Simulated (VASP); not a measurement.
# PtSe2 in VASP: further runs

The runs below take PtSe2 through single point, with LDA.

Everything below comes from runs of VASP 6.6.1. Logs are shortened: lines on timing, memory, paths and dates and some standing lists are left out, and cuts for length are marked.

### Step 1. The cell of the first run

The cell holds a sheet with vacuum, 6 atoms: a = 3.706 Å, b = 3.706 Å, c = 23.000 Å, α = 90.00°, β = 90.00°, γ = 120.00°.

### Step 2. Single point, LDA

INCAR

```
SYSTEM = PtSe2
PREC = Accurate ; ENCUT = 520
EDIFF = 1E-6 ; ISMEAR = 0
SIGMA = 0.01 ; LREAL = .FALSE.
LASPH = .TRUE. ; NELM = 60
ALGO = Normal ; ISIF = 2
LWAVE = .FALSE. ; LCHARG = .FALSE.
NBANDS = 31
```

KPOINTS

```
regular mesh
0
G
  12 12 1
  0 0 0
```

POSCAR

```
PtSe2
1.0
    3.7056347742      0.0000000000      0.0000000000
   -1.8528173871      3.2091738516      0.0000000000
    0.0000000000      0.0000000000     23.0000000000
Pt Se
2 4
Direct
    0.0000000000      0.0000000000      0.3949138583
    0.0000000000      0.0000000000      0.6050861417
    0.3333333333      0.6666666667      0.4498101579
    0.6666666667      0.3333333333      0.3389535464
    0.3333333333      0.6666666667      0.6610464536
    0.6666666667      0.3333333333      0.5501898421
```

Potentials or basis: VASP PAW LDA potentials, release 64 (Pt, Se).

Started as:

```
cat potpaw_LDA.64/Pt/POTCAR potpaw_LDA.64/Se/POTCAR > POTCAR
mpirun -np 1 vasp_std > vasp.out
```

OUTCAR:

```text
SYSTEM = PtSe2
   PREC = Accurate
   ENCUT = 520
   EDIFF = 1E-6
   ISMEAR = 0
   LREAL = .FALSE.
   LASPH = .TRUE.
   NELM = 60
   ISIF = 2

 ion  position               nearest neighbor table
   1  0.000  0.000  0.395-   3 2.48   3 2.48   3 2.48   4 2.50   4 2.50   4 2.50
   2  0.000  0.000  0.605-   6 2.48   6 2.48   6 2.48   5 2.50   5 2.50   5 2.50
   3  0.333  0.667  0.450-   1 2.48   1 2.48   1 2.48
   4  0.667  0.333  0.339-   1 2.50   1 2.50   1 2.50
   5  0.333  0.667  0.661-   2 2.50   2 2.50   2 2.50
   6  0.667  0.333  0.550-   2 2.48   2 2.48   2 2.48

  LATTYP: Found a hexagonal cell.
 ALAT       =     3.7056347742
 C/A-ratio  =     6.2067638614

  Lattice vectors:

 A1 = (   3.7056347742,   0.0000000000,   0.0000000000)
 A2 = (  -1.8528173871,   3.2091738516,   0.0000000000)
 A3 = (   0.0000000000,   0.0000000000,  23.0000000000)

Analysis of symmetry for initial positions (statically):
=====================================================================
 Subroutine PRICEL returns:
 Original cell was already a primitive cell.

 Routine SETGRP: Setting up the symmetry group for a
 hexagonal supercell.

 Subroutine GETGRP returns: Found 12 space group operations
 (whereof 12 operations were pure point group operations)
 out of a pool of 24 trial point group operations.

The static configuration has the point symmetry D_3d.

Analysis of symmetry for dynamics (positions and initial velocities):
=====================================================================
 Subroutine PRICEL returns:
 Original cell was already a primitive cell.

 Routine SETGRP: Setting up the symmetry group for a
 hexagonal supercell.

 Subroutine GETGRP returns: Found 12 space group operations
 (whereof 12 operations were pure point group operations)
 out of a pool of 24 trial point group operations.

The dynamic configuration has the point symmetry D_3d.

 Subroutine INISYM returns: Found 12 space group operations
 (whereof 12 operations are pure point group operations),
 and found     1 'primitive' translations

----------------------------------------------------------------------------------------

                                     Primitive cell

  volume of cell :     273.5166

  direct lattice vectors                    reciprocal lattice vectors
     3.705634774  0.000000000  0.000000000     0.269859298  0.155803339  0.000000000
    -1.852817387  3.209173852  0.000000000     0.000000000  0.311606677  0.000000000
     0.000000000  0.000000000 23.000000000     0.000000000  0.000000000  0.043478261

  length of vectors
     3.705634774  3.705634774 23.000000000     0.311606677  0.311606677  0.043478261

  position of ions in fractional coordinates (direct lattice)
     0.000000000  0.000000000  0.394913858
     0.000000000  0.000000000  0.605086142
     0.333333333  0.666666667  0.449810158
     0.666666667  0.333333333  0.338953546
     0.333333333  0.666666667  0.661046454
     0.666666667  0.333333333  0.550189842

  ion indices of the primitive-cell ions
   primitive index   ion index
                 1           1
                 2           2
                 3           3
                 4           4
                 5           5
                 6           6

----------------------------------------------------------------------------------------

 KPOINTS: regular mesh

Automatic generation of k-mesh.
 Grid dimensions read from file:
 generate k-points for:   12   12    1

 Generating k-lattice:

  Cartesian coordinates                     Fractional coordinates (reciprocal lattice)
     0.022488275  0.012983612  0.000000000     0.083333333  0.000000000  0.000000000
     0.000000000  0.025967223  0.000000000     0.000000000  0.083333333  0.000000000
     0.000000000  0.000000000  0.043478261     0.000000000  0.000000000  1.000000000

  Length of vectors
     0.025967223  0.025967223  0.043478261

  Shift w.r.t. Gamma in fractional coordinates (k-lattice)
     0.000000000  0.000000000  0.000000000

 Subroutine IBZKPT returns following result:
 ===========================================

 Found     19 irreducible k-points:

 Following reciprocal coordinates:
            Coordinates               Weight
  0.000000  0.000000  0.000000      1.000000
  0.083333  0.000000  0.000000      6.000000
  0.166667  0.000000  0.000000      6.000000
  0.250000  0.000000  0.000000      6.000000
  0.333333  0.000000  0.000000      6.000000
  0.416667  0.000000  0.000000      6.000000
[... 11 lines left out ...]
  0.333333  0.250000  0.000000     12.000000
  0.333333  0.333333  0.000000      2.000000
   k-points           NKPTS =     19   k-points in BZ     NKDIM =     19   number of bands    NBANDS=     31
   number of dos      NEDOS =    301   number of ions     NIONS =      6
   total plane-waves  NPLWV = 141120
   dimension x,y,z NGX =    28 NGY =   28 NGZ =  180
   dimension x,y,z NGXF=    56 NGYF=   56 NGZF=  360
   ions per type =               2   4
   NGX,Y,Z   is equivalent  to a cutoff of  12.56, 12.56, 13.01 a.u.
   NGXF,Y,Z  is equivalent  to a cutoff of  25.12, 25.12, 26.02 a.u.
 SYSTEM =  PtSe2
   PREC   = accura    normal or accurate (medium, high low for compatibility)
   ISTART =      0    job   : 0-new  1-cont  2-samecut
   ICHARG =      2    charge: 1-file 2-atom 10-const
   ISPIN  =      1    spin polarized calculation?
   LNONCOLLINEAR =      F non collinear calculations
   LSORBIT =      F    spin-orbit coupling
   LASPH  =      T    aspherical Exc in radial PAW
   ENCUT  =  520.0 eV  38.22 Ry    6.18 a.u.   6.89  6.89 42.76*2*pi/ulx,y,z
   NELM   =     60;   NELMIN=  2; NELMDL= -5     # of ELM steps
   EDIFF  = 0.1E-05   stopping-criterion for ELM
   LREAL  =      F    real-space projection
   EDIFFG = 0.1E-04   stopping-criterion for IOM
   NSW    =      0    number of steps for IOM
   IBRION =     -1    ionic relax: 0-MD 1-quasi-New 2-CG
   NFREE  =      0    steps in history (QN), initial steepest desc. (CG)
   ISIF   =      2    stress and relaxation
   ISYM   =      2    0-nonsym 1-usesym 2-fastsym
   POTIM  = 0.5000    time-step for ionic-motion
   TEBEG  =    0.0;   TEEND  =   0.0 temperature during run
   PSTRESS=    0.0 pullay stress
   NELECT =      44.0000    total number of electrons
   NUPDOWN=      -1.0000    fix difference up-down
   EMIN   =  10.00;   EMAX   =-10.00  energy-range for DOS
   EFERMI =   0.00;   METHOD = LEGACY
   ISMEAR =     0;   SIGMA  =   0.01  broadening in eV -4-tet -1-fermi 0-gaus
   EFERMI_NEDOS =   21; number of points for ismear=-14 and -15
   IALGO  =     38    algorithm
   IMIX   =      4    mixing-type and parameters
     AMIX     =   0.40;   BMIX     =  1.00
     AMIX_MAG =   1.60;   BMIX_MAG =  1.00
  volume/ion in A,a.u.               =      45.59       307.63
  Fermi-wavevector in a.u.,A,eV,Ry     =   0.890358  1.682532 10.785838  0.792737
  Thomas-Fermi vector in A             =   2.012038
   LORBIT       =      0    0 simple, 1 ext, 2 COOP (PROOUT), +10 PAW based schemes
   GGA     = CA    functional components
   LHFCALC =     F    Hartree Fock is set to
   AEXX    =    0.0000 exact exchange contribution
   IVDW    =     0    specifies the selected vdW correction
   LEPSILON=     F    determine dielectric tensor
   LRPA    =     F    only Hartree local field effects (RPA)
 non-spin polarized calculation
 Gauss-broadening in eV      SIGMA  =   0.01
  energy-cutoff  :      520.00
  volume of cell :      273.52
 maximum number of plane-waves:      7395
 NGX is ok and might be reduce to    28
   NGX = 13   NGY = 13   NGZ = 85

 number of electron      44.0000000 magnetization

 Free energy of the ion-electron system (eV)
  ---------------------------------------------------
  ext. energy  EPLUGINS =         0.00000000
  ---------------------------------------------------
  free energy    TOTEN  =       -33.87653434 eV

  energy without entropy =      -33.87653434  energy(sigma->0) =      -33.87653434

 E-fermi :   0.1931     XC(G=0):  -5.3543

 val. band max:        0.1061725883   @ k =   0.0833   0.0000   0.0000
 cond. band min:       0.2646116529   @ k =   0.2500   0.0000   0.0000
 fundamental gap:      0.1584390647
 Fermi energy:         0.1930975663

 k-point     1 :       0.0000    0.0000    0.0000
  band No.  band energies     occupation
      1     -15.5797      2.00000
      2     -15.0612      2.00000
      3     -13.6015      2.00000
      4     -12.8920      2.00000
      5      -6.7656      2.00000
      6      -6.3512      2.00000
[... 23 lines left out ...]
     30       4.7380      0.00000
     31       5.0546      0.00000

 k-point     2 :       0.0833    0.0000    0.0000
  band No.  band energies     occupation
      1     -15.5019      2.00000
      2     -14.9841      2.00000
      3     -13.5924      2.00000
      4     -12.9182      2.00000
      5      -6.7530      2.00000
      6      -6.3515      2.00000
[... 23 lines left out ...]
     30       5.1700      0.00000
     31       5.2395      0.00000

 k-point     3 :       0.1667    0.0000    0.0000
  band No.  band energies     occupation
      1     -15.2768      2.00000
      2     -14.7634      2.00000
      3     -13.5677      2.00000
      4     -12.9922      2.00000
      5      -6.7555      2.00000
      6      -6.3130      2.00000
[... 23 lines left out ...]
     30       5.4335      0.00000
     31       5.7091      0.00000

 k-point     4 :       0.2500    0.0000    0.0000
  band No.  band energies     occupation
      1     -14.9329      2.00000
      2     -14.4334      2.00000
      3     -13.5336      2.00000
      4     -13.1009      2.00000
      5      -6.7627      2.00000
      6      -6.2520      2.00000
[... 23 lines left out ...]
     30       5.4794      0.00000
     31       6.1363      0.00000

 k-point     5 :       0.3333    0.0000    0.0000
  band No.  band energies     occupation
      1     -14.5258      2.00000
      2     -14.0623      2.00000
      3     -13.4974      2.00000
      4     -13.2258      2.00000
      5      -6.8983      2.00000
      6      -6.5052      2.00000
[... 23 lines left out ...]
     30       5.9707      0.00000
     31       6.1337      0.00000
[... 372 lines left out ...]
     30       6.9778      0.00000
     31       7.0069      0.00000

 k-point    17 :       0.2500    0.2500    0.0000
  band No.  band energies     occupation
      1     -14.0467      2.00000
      2     -13.6698      2.00000
      3     -13.4276      2.00000
      4     -13.3617      2.00000
      5      -6.7456      2.00000
      6      -6.6510      2.00000
[... 23 lines left out ...]
     30       6.6571      0.00000
     31       7.1618      0.00000

 k-point    18 :       0.3333    0.2500    0.0000
  band No.  band energies     occupation
      1     -13.8096      2.00000
      2     -13.5862      2.00000
      3     -13.3892      2.00000
      4     -13.3825      2.00000
      5      -6.8490      2.00000
      6      -6.8000      2.00000
[... 23 lines left out ...]
     30       7.2545      0.00000
     31       7.4100      0.00000

 k-point    19 :       0.3333    0.3333    0.0000
  band No.  band energies     occupation
      1     -13.6602      2.00000
      2     -13.6602      2.00000
      3     -13.3595      2.00000
      4     -13.3595      2.00000
      5      -6.7628      2.00000
      6      -6.4003      2.00000
[... 23 lines left out ...]
     30       7.3415      0.00000
     31       7.7213      0.00000

------------------------ aborting loop because EDIFF is reached ----------------------------------------

  FORCE on cell =-STRESS in cart. coord.  units (eV):
  Direction    XX          YY          ZZ          XY          YZ          ZX
  --------------------------------------------------------------------------------------
  -------------------------------------------------------------------------------------
  Total        0.3357376      0.3357376      0.2178779      0.0000000      0.0000000      0.0000000
  in kB        1.9666489      1.9666489      1.2762626      0.0000000      0.0000000      0.0000000
  external PRESSURE =       1.7365201 kB  Pullay stress =       0.0000000 kB

 VOLUME and BASIS-vectors are now :
 -----------------------------------------------------------------------------
  energy-cutoff  :      520.00
  volume of cell :      273.52
      direct lattice vectors                 reciprocal lattice vectors
     3.705634774  0.000000000  0.000000000     0.269859298  0.155803339  0.000000000
    -1.852817387  3.209173852  0.000000000     0.000000000  0.311606677  0.000000000
     0.000000000  0.000000000 23.000000000     0.000000000  0.000000000  0.043478261

 POSITION                                       TOTAL-FORCE (eV/Angst)
 -----------------------------------------------------------------------------------
      0.00000      0.00000      9.08302        -0.000000      0.000000      0.000947
      0.00000      0.00000     13.91698        -0.000000      0.000000     -0.000947
     -0.00000      2.13945     10.34563        -0.000000      0.000000      0.049289
      1.85282      1.06972      7.79593        -0.000000      0.000000     -0.048625
     -0.00000      2.13945     15.20407         0.000000     -0.000000      0.048625
      1.85282      1.06972     12.65437         0.000000     -0.000000     -0.049289
 -----------------------------------------------------------------------------------
    total drift:                               -0.000000      0.000000      0.000000

  FREE ENERGIE OF THE ION-ELECTRON SYSTEM (eV)
  ---------------------------------------------------
  free  energy   TOTEN  =       -33.8765343402 eV

  energy  without entropy=      -33.8765343402  energy(sigma->0) =      -33.87653434
```

Run time: 3.1 min. Hardware: 1 thread of Intel Xeon Platinum 8375C at 2.90GHz (Ice Lake), shared host; peak memory 0.37 GiB.

What came out:

```yaml
Free_energy: -33.8765 eV
Largest_force: 0.049 eV/Å
Band_gap_on_the_k_mesh: 0.16 eV, indirect (least direct gap 0.88 eV)
```

Forces on the atoms (eV/Å):
```
Pt   0.000  0.000  0.001
Pt   0.000  0.000 -0.001
Se   0.000  0.000  0.049
Se   0.000  0.000 -0.049
Se   0.000  0.000  0.049
Se   0.000  0.000 -0.049
```

Caveat: spin-orbit coupling is left out, which moves the levels of the heavy elements.

### Step 3. Single point, LDA

This run uses another cell than the first one, of 46.19 Å³/atom, 1.013 times its volume.

INCAR

```
SYSTEM = PtSe2
PREC = Accurate
ENCUT = 520
EDIFF = 1E-7
ISMEAR = 0
SIGMA = 0.01
LREAL = .False.
LASPH = .True.
NELM = 80
ALGO = Normal
ISIF = 2
LWAVE = .False.
LCHARG = .False.
GGA = CA
NBANDS = 31
```

KPOINTS

```
regular mesh
0
Gamma
  12 12 1
  0 0 0
```

POSCAR

```
PtSe2
1.0
    3.7300000000      0.0000000000      0.0000000000
   -1.8650000000      3.2302747561      0.0000000000
    0.0000000000      0.0000000000     23.0000000000
Pt Se
2 4
Direct
    0.0000000000      0.0000000000      0.3913043478
    0.0000000000      0.0000000000      0.6086956522
    0.3333333333      0.6666666667      0.4465217391
    0.6666666667      0.3333333333      0.3360869565
    0.3333333333      0.6666666667      0.6639130435
    0.6666666667      0.3333333333      0.5534782609
```

Potentials or basis: VASP PAW LDA potentials, release 64 (Pt, Se).

Started as:

```
cat potpaw_LDA.64/Pt/POTCAR potpaw_LDA.64/Se/POTCAR > POTCAR
mpirun -np 1 vasp_std > vasp.out
```

Run time: 3.5 min. Hardware: 1 thread of Intel Xeon Platinum 8375C at 2.90GHz (Ice Lake), shared host; peak memory 0.36 GiB.

The run converged. Its results:

```yaml
Free_energy: -33.8576 eV
Largest_force: 0.197 eV/Å
Band_gap_on_the_k_mesh: 0.25 eV, indirect (least direct gap 0.88 eV)
```

Forces in eV/Å, atoms in the order of the input:
```
Pt   0.000  0.000  0.197
Pt   0.000  0.000 -0.197
Se   0.000  0.000 -0.059
Se   0.000  0.000 -0.019
Se   0.000  0.000  0.019
Se   0.000  0.000  0.059
```

Levels at points of the mesh, in eV from the valence-band top:
| k point | band 18 | band 19 | band 20 | band 21 | band 22 | band 23 | band 24 | band 25 | band 26 | band 27 |
| --- | --- | --- | --- | --- | --- | --- | --- | --- | --- | --- |
| (0.00, 0.00, 0.00) | -1.17 | -1.17 | -0.90 | -0.90 | -0.27 | 1.86 | 1.86 | 2.32 | 2.32 | 3.85 |
| (0.50, 0.00, 0.00) | -3.11 | -2.87 | -2.73 | -2.64 | -1.64 | 1.18 | 1.48 | 1.71 | 2.23 | 4.03 |

Caveat: spin-orbit coupling is left out, which moves the levels of the heavy elements.
